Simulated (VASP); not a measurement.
Runs of VASP 6.6.1 on GaP. Symmetry: F-43m, No. 216, cubic system. Conventional cell: a = 5.451 Å, b = 5.451 Å, c = 5.451 Å, α = 90.00°, β = 90.00°, γ = 90.00°. Ga (site symmetry -43m) has 4 P at 2.36 Å within 3.1 Å. Within 3.1 Å of P (site symmetry -43m) lie 4 Ga at 2.36 Å. 

```tsv
level	gap on the mesh (eV)	pressure (GPa)
RPBE	(b)	(c)
BLYP	1.68	6.5
r2SCAN	1.90	0.0
PBEsol	(a)	-0.7
PBE	1.64	2.5
```

Alike in all rows: task single point; potentials or basis VASP PAW PBE potentials, release 64 (Ga_d, P); no spin polarisation; cell as given; k mesh 8 × 8 × 8; cutoff (eV) 520; smearing gaussian 0.01 eV.

**Question.** Fill in the values left out.

**Answer.** (a) 1.52; (b) 1.73; (c) 4.4.

Caveats: the PAW data sets were made with another functional, which shifts forces and pressure a little (some runs).

A k mesh can miss the band edges, and the runs leave out spin-orbit coupling on Ga.
